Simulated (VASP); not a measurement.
# BeTe (P4/nmm) in VASP: relaxation of cell and atoms with PBE

Aim: the relaxation of cell and atoms of BeTe with PBE.

All numbers are computed with VASP 6.6.1; they aren't measurements. Logs are shortened: lines on timing, memory, paths and dates and some standing lists are left out, and cuts for length are marked.

**1. The cell of the first run**

The structure is tetragonal, space group P4/nmm (No. 129). The conventional cell has a = 3.912 Å, b = 3.912 Å, c = 7.426 Å, α = 90.00°, β = 90.00°, γ = 90.00°. Within 3.3 Å of Be (site symmetry -4m2) lie 4 Te at 2.48 Å and 4 Be at 2.77 Å. Within 3.3 Å of Te (site symmetry 4mm) lie 4 Be at 2.48 Å.

The cell was generated, and may not be a known phase.

**2. Relaxation of cell and atoms, PBE**

INCAR

```
PREC = Accurate ; ENCUT = 600
EDIFF = 1E-7 ; ISMEAR = 0
SIGMA = 0.02 ; LREAL = False
LASPH = True ; NELM = 60
ALGO = Normal ; ISIF = 3
LWAVE = False ; LCHARG = False
GGA = PE ; IBRION = 2
NSW = 100 ; EDIFFG = -0.01
```

KPOINTS

```
Automatic mesh
0
Gamma
  8 8 4
```

POSCAR

```
BeTe
1.0
    3.9119471000      0.0000000000      0.0000000000
    0.0000000000      3.9119471000      0.0000000000
    0.0000000000      0.0000000000      7.4258011000
Be Te
2 2
Direct
    0.0000000000      0.0000000000      0.5000000000
    0.5000000000      0.5000000000      0.5000000000
    0.5000000000      0.0000000000      0.7061330000
    0.0000000000      0.5000000000      0.2938670000
```

Potentials or basis: VASP PAW PBE potentials, release 64 (Be, Te).

Command:

```sh
$ cat potpaw_PBE.64/Be/POTCAR potpaw_PBE.64/Te/POTCAR > POTCAR
$ mpirun -np 1 vasp_std > vasp.out
```

OUTCAR:

```text
PREC = Accurate
   ENCUT = 600
   EDIFF = 1E-7
   ISMEAR = 0
   LREAL = False
   LASPH = True
   NELM = 60
   ISIF = 3
   GGA = PE
   IBRION = 2
   NSW = 100
   EDIFFG = -0.01

 ion  position               nearest neighbor table
   1  0.000  0.000  0.500-   3 2.48   4 2.48   4 2.48   3 2.48
   2  0.500  0.500  0.500-   3 2.48   4 2.48   3 2.48   4 2.48
   3  0.500  0.000  0.706-   1 2.48   2 2.48   2 2.48   1 2.48
   4  0.000  0.500  0.294-   1 2.48   2 2.48   1 2.48   2 2.48

  LATTYP: Found a simple tetragonal cell.
 ALAT       =     3.9119471000
 C/A-ratio  =     1.8982365840

  Lattice vectors:

 A1 = (   3.9119471000,   0.0000000000,   0.0000000000)
 A2 = (   0.0000000000,   3.9119471000,   0.0000000000)
 A3 = (   0.0000000000,   0.0000000000,   7.4258011000)

Analysis of symmetry for initial positions (statically):
=====================================================================
 Subroutine PRICEL returns:
 Original cell was already a primitive cell.

 Routine SETGRP: Setting up the symmetry group for a
 simple tetragonal supercell.

 Subroutine GETGRP returns: Found 16 space group operations
 (whereof  8 operations were pure point group operations)
 out of a pool of 16 trial point group operations.

The static configuration has the point symmetry D_2d.
 The point group associated with its full space group is D_4h.

Analysis of symmetry for dynamics (positions and initial velocities):
=====================================================================
 Subroutine PRICEL returns:
 Original cell was already a primitive cell.

 Routine SETGRP: Setting up the symmetry group for a
 simple tetragonal supercell.

 Subroutine GETGRP returns: Found 16 space group operations
 (whereof  8 operations were pure point group operations)
 out of a pool of 16 trial point group operations.

The dynamic configuration has the point symmetry D_2d.
 The point group associated with its full space group is D_4h.

 Subroutine INISYM returns: Found 16 space group operations
 (whereof  8 operations are pure point group operations),
 and found     1 'primitive' translations

----------------------------------------------------------------------------------------

                                     Primitive cell

  volume of cell :     113.6395

  direct lattice vectors                    reciprocal lattice vectors
     3.911947100  0.000000000  0.000000000     0.255627179  0.000000000  0.000000000
     0.000000000  3.911947100  0.000000000     0.000000000  0.255627179  0.000000000
     0.000000000  0.000000000  7.425801100     0.000000000  0.000000000  0.134665605

  length of vectors
     3.911947100  3.911947100  7.425801100     0.255627179  0.255627179  0.134665605

  position of ions in fractional coordinates (direct lattice)
     0.000000000  0.000000000  0.500000000
     0.500000000  0.500000000  0.500000000
     0.500000000  0.000000000  0.706133000
     0.000000000  0.500000000  0.293867000

  ion indices of the primitive-cell ions
   primitive index   ion index
                 1           1
                 2           2
                 3           3
                 4           4

----------------------------------------------------------------------------------------

 KPOINTS: Automatic mesh

Automatic generation of k-mesh.
 Grid dimensions read from file:
 generate k-points for:    8    8    4

 Generating k-lattice:

  Cartesian coordinates                     Fractional coordinates (reciprocal lattice)
     0.031953397  0.000000000  0.000000000     0.125000000  0.000000000  0.000000000
     0.000000000  0.031953397  0.000000000     0.000000000  0.125000000  0.000000000
     0.000000000  0.000000000  0.033666401     0.000000000  0.000000000  0.250000000

  Length of vectors
     0.031953397  0.031953397  0.033666401

  Shift w.r.t. Gamma in fractional coordinates (k-lattice)
     0.000000000  0.000000000  0.000000000

 Subroutine IBZKPT returns following result:
 ===========================================

 Found     45 irreducible k-points:

 Following reciprocal coordinates:
            Coordinates               Weight
  0.000000  0.000000  0.000000      1.000000
  0.125000  0.000000  0.000000      4.000000
  0.250000  0.000000  0.000000      4.000000
  0.375000  0.000000  0.000000      4.000000
  0.500000  0.000000  0.000000      2.000000
  0.125000  0.125000  0.000000      4.000000
[... 16 lines left out ...]
  0.375000  0.125000  0.250000     16.000000
  0.500000  0.125000  0.250000      8.000000
 [... further k-points ...]
   k-points           NKPTS =     45   k-points in BZ     NKDIM =     45   number of bands    NBANDS=     12
   number of dos      NEDOS =    301   number of ions     NIONS =      4
   total plane-waves  NPLWV =  61440
   dimension x,y,z NGX =    32 NGY =   32 NGZ =   60
   dimension x,y,z NGXF=    64 NGYF=   64 NGZF=  120
   ions per type =               2   2
   NGX,Y,Z   is equivalent  to a cutoff of  13.60, 13.60, 13.43 a.u.
   NGXF,Y,Z  is equivalent  to a cutoff of  27.20, 27.20, 26.87 a.u.
 SYSTEM =  unknown system
   PREC   = accura    normal or accurate (medium, high low for compatibility)
   ISTART =      0    job   : 0-new  1-cont  2-samecut
   ICHARG =      2    charge: 1-file 2-atom 10-const
   ISPIN  =      1    spin polarized calculation?
   LNONCOLLINEAR =      F non collinear calculations
   LSORBIT =      F    spin-orbit coupling
   LASPH  =      T    aspherical Exc in radial PAW
   ENCUT  =  600.0 eV  44.10 Ry    6.64 a.u.   7.81  7.81 14.83*2*pi/ulx,y,z
   NELM   =     60;   NELMIN=  2; NELMDL= -5     # of ELM steps
   EDIFF  = 0.1E-06   stopping-criterion for ELM
   LREAL  =      F    real-space projection
   EDIFFG = -.1E-01   stopping-criterion for IOM
   NSW    =    100    number of steps for IOM
   IBRION =      2    ionic relax: 0-MD 1-quasi-New 2-CG
   NFREE  =      1    steps in history (QN), initial steepest desc. (CG)
   ISIF   =      3    stress and relaxation
   ISYM   =      2    0-nonsym 1-usesym 2-fastsym
   POTIM  = 0.5000    time-step for ionic-motion
   TEBEG  =    0.0;   TEEND  =   0.0 temperature during run
   PSTRESS=    0.0 pullay stress
   NELECT =      16.0000    total number of electrons
   NUPDOWN=      -1.0000    fix difference up-down
   EMIN   =  10.00;   EMAX   =-10.00  energy-range for DOS
   EFERMI =   0.00;   METHOD = LEGACY
   ISMEAR =     0;   SIGMA  =   0.02  broadening in eV -4-tet -1-fermi 0-gaus
   EFERMI_NEDOS =   21; number of points for ismear=-14 and -15
   IALGO  =     38    algorithm
   IMIX   =      4    mixing-type and parameters
     AMIX     =   0.40;   BMIX     =  1.00
     AMIX_MAG =   1.60;   BMIX_MAG =  1.00
  volume/ion in A,a.u.               =      28.41       191.72
  Fermi-wavevector in a.u.,A,eV,Ry     =   0.851671  1.609424  9.868892  0.725343
  Thomas-Fermi vector in A             =   1.967840
   LORBIT       =      0    0 simple, 1 ext, 2 COOP (PROOUT), +10 PAW based schemes
   GGA     = PE    functional components
   LHFCALC =     F    Hartree Fock is set to
   AEXX    =    0.0000 exact exchange contribution
   IVDW    =     0    specifies the selected vdW correction
   LEPSILON=     F    determine dielectric tensor
   LRPA    =     F    only Hartree local field effects (RPA)
 conjugate gradient relaxation of ions
 non-spin polarized calculation
 Gauss-broadening in eV      SIGMA  =   0.02
  energy-cutoff  :      600.00
  volume of cell :      113.64
 maximum number of plane-waves:      3832
 NGX is ok and might be reduce to    32
   NGX = 15   NGY = 15   NGZ = 29

--------------------------------------- Ionic step        1  -------------------------------------------

 number of electron      16.0000000 magnetization

 Free energy of the ion-electron system (eV)
  ---------------------------------------------------
  ext. energy  EPLUGINS =         0.00000000
  ---------------------------------------------------
  free energy    TOTEN  =       -14.86756564 eV

  energy without entropy =      -14.86756564  energy(sigma->0) =      -14.86756564

------------------------ aborting loop because EDIFF is reached ----------------------------------------

  FORCE on cell =-STRESS in cart. coord.  units (eV):
  Direction    XX          YY          ZZ          XY          YZ          ZX
  --------------------------------------------------------------------------------------
  -------------------------------------------------------------------------------------
  Total        0.0788018      0.0788018      0.1512055      0.0000000      0.0000000     -0.0000000
  in kB        1.1110084      1.1110084      2.1318125      0.0000000      0.0000000     -0.0000000
  external PRESSURE =       1.4512764 kB  Pullay stress =       0.0000000 kB
[... 61 lines left out ...]
  energy  without entropy=      -14.8677278695  energy(sigma->0) =      -14.86772787

--------------------------------------- Ionic step        3  -------------------------------------------

 number of electron      15.9999999 magnetization

 Free energy of the ion-electron system (eV)
  ---------------------------------------------------
  ext. energy  EPLUGINS =         0.00000000
  ---------------------------------------------------
  free energy    TOTEN  =       -14.86777954 eV

  energy without entropy =      -14.86777954  energy(sigma->0) =      -14.86777954

 E-fermi :   3.0157     XC(G=0):  -7.7346

 val. band max:        2.9300498479   @ k =   0.0000   0.0000   0.0000
 cond. band min:       5.0377709237   @ k =   0.0000   0.0000   0.0000
 fundamental gap:      2.1077210758
 Fermi energy:         3.0157496069

 k-point     1 :       0.0000    0.0000    0.0000
  band No.  band energies     occupation
      1      -9.1644      2.00000
      2      -7.9182      2.00000
      3      -1.3654      2.00000
      4       0.4080      2.00000
      5       0.4080      2.00000
      6       1.9594      2.00000
      7       2.9300      2.00000
      8       2.9300      2.00000
      9       5.0378      0.00000
     10       5.2303      0.00000
     11       6.1791      0.00000
     12       6.4600      0.00000
[... 331 lines left out ...]
 k-point    24 :       0.5000    0.1250    0.2500
  band No.  band energies     occupation
      1      -7.9392      2.00000
      2      -7.9392      2.00000
      3      -2.0070      2.00000
      4      -2.0070      2.00000
      5       0.9247      2.00000
      6       0.9247      2.00000
      7       1.3739      2.00000
      8       1.3739      2.00000
      9       6.7392      0.00000
     10       6.7392      0.00000
     11       7.2923      0.00000
     12       7.2923      0.00000

 [... further k-points ...]

------------------------ aborting loop because EDIFF is reached ----------------------------------------

  FORCE on cell =-STRESS in cart. coord.  units (eV):
  Direction    XX          YY          ZZ          XY          YZ          ZX
  --------------------------------------------------------------------------------------
  -------------------------------------------------------------------------------------
  Total       -0.0094085     -0.0094085      0.0112452      0.0000000      0.0000000      0.0000000
  in kB       -0.1323206     -0.1323206      0.1581514      0.0000000      0.0000000      0.0000000
  external PRESSURE =      -0.0354966 kB  Pullay stress =       0.0000000 kB
[... 19 lines left out ...]
  FREE ENERGIE OF THE ION-ELECTRON SYSTEM (eV)
  ---------------------------------------------------
  free  energy   TOTEN  =       -14.8677795447 eV

  energy  without entropy=      -14.8677795447  energy(sigma->0) =      -14.86777954

 reached required accuracy - stopping structural energy minimisation
```

Wall time 3.1 min (1 thread of Intel Xeon 8259CL, shared host); peak memory 0.3 GiB.

Results:

| Property | Result |
| --- | --- |
| Free energy | -14.8678 eV |
| Relaxed volume | 28.48 Å³/atom |
| Relaxed cell | a = 3.914 Å, b = 3.914 Å, c = 7.435 Å, α = 90.00°, β = 90.00°, γ = 90.00° |
| Space group after relaxing (to 0.1 Å) | P4/nmm (No. 129) |
| Energy gained by relaxing | 0.1 meV/atom |
| Ionic steps | 3 |
| Pressure after relaxing | 0.0 GPa |
| Largest force after relaxing | 0.004 eV/Å |
| Band gap on the k mesh | 2.11 eV |

Forces in eV/Å, atoms in the order of the input:
```
Be   0.000  0.000  0.000
Be   0.000  0.000  0.000
Te   0.000  0.000  0.004
Te   0.000  0.000 -0.004
```

The path:
```
step  energy change (eV)  largest force (eV/Å)  pressure (GPa)  volume (Å³)
   1              0.0000                0.0487            0.15       113.64
   2             -0.0002                0.0191           -0.08       114.06
   3             -0.0002                0.0036            0.00       113.92
```

Final structure:
```
CELL_PARAMETERS angstrom
3.91442 0.00000 0.00000
0.00000 3.91442 0.00000
0.00000 0.00000 7.43480
ATOMIC_POSITIONS crystal
Be 0.00000 0.00000 0.50000
Be 0.50000 0.50000 0.50000
Te 0.50000 0.00000 0.70634
Te 0.00000 0.50000 0.29366
```

Levels at points of the mesh, in eV from the valence-band top:
```csv
k point,band 5,band 6,band 7,band 8,band 9,band 10,band 11,band 12
"(0.00, 0.00, 0.00)",-2.52,-0.97,0.00,0.00,2.11,2.30,3.25,3.53
"(0.50, 0.00, 0.00)",-2.06,-2.06,-0.93,-0.93,3.43,3.43,4.77,4.78
"(0.50, 0.50, 0.00)",-3.10,-3.10,-2.74,-2.74,2.85,2.85,3.36,3.36
"(0.00, 0.00, 0.50)",-2.51,-1.75,-0.06,-0.06,2.13,2.33,3.21,4.99
"(0.50, 0.00, 0.50)",-1.78,-1.78,-0.93,-0.93,3.31,3.31,3.63,3.63
"(0.50, 0.50, 0.50)",-3.17,-3.17,-2.77,-2.77,3.31,3.31,4.05,4.05
```

Caveat: spin-orbit coupling is left out, which moves the levels of the heavy elements; this functional lacks dispersion, which binds layers or chains, so the pressure and a relaxed spacing across them are unreliable.
